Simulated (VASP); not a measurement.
The system is CaO.

```
Ca O
1.0
     0.00591    2.40346    2.40346
     2.40346    0.00591    2.40346
     2.40346    2.40346    0.00591
Ca O
1 1
Direct
  0.00000 0.00000 0.00000
  0.50000 0.50000 0.50000
```

This cell differs from its parent crystal: strain along [111] +0.4%.

Base run:

```yaml
Program: VASP 6.6.1
Functional: PBE
Potentials_or_basis: VASP PAW PBE potentials, release 64 (Ca_sv, O)
Cutoff: 520 eV
k_mesh: 10 × 10 × 10
Occupations: fermi-dirac, width 0.02 eV
Spin: no spin polarisation
```

Its results: band gap on the k mesh 3.63 eV (least direct gap 4.00 eV); pressure 2.6 GPa.

Problem. The run is repeated on the same cell with these changes: functional from PBE to r2SCAN; occupations from fermi-dirac, width 0.02 eV to gaussian, width 0.01 eV. What comes out?

Solution. Band gap on the k mesh 4.18 eV (least direct gap 4.56 eV); pressure 0.6 GPa.

Caveats: the PAW data sets were made with another functional, which shifts forces and pressure a little (at least some runs).

A k mesh can miss the band edges.
